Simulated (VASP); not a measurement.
Here is a VASP 6.6.1 calculation.

The input INCAR:

```
PREC = Accurate ; ENCUT = 520
EDIFF = 1E-6 ; ISMEAR = -1
SIGMA = 0.15 ; LREAL = False
LASPH = True ; NELM = 80
ALGO = Normal ; ISIF = 2
LWAVE = False ; LCHARG = False
NBANDS = 22
```

The input KPOINTS:

```
regular mesh
0
Gamma
  9 9 5
```

The input POSCAR:

```
MoRh
1.0
    2.7719408557      0.0000000000      0.0000000000
   -1.3859699321      2.4005712062      0.0000000000
    0.0000000000      0.0000000000      4.4000764386
Mo Rh
1 1
Direct
    0.0000000000      0.0000000000      0.5000000000
    0.3333333333      0.6666666667      0.0000000000
```

Potentials or basis: VASP PAW LDA potentials, release 64 (Mo_sv, Rh_pv).

Command:

```console
$ cat potpaw_LDA.64/Mo_sv/POTCAR potpaw_LDA.64/Rh_pv/POTCAR > POTCAR
$ mpirun -np 1 vasp_std > vasp.out
```

Question: Estimate the pressure.

Answer: -10.4 GPa.

Stress tensor (GPa, compression positive):
```
-11.27   0.00   0.00
  0.00 -11.27   0.00
  0.00   0.00  -8.78
```
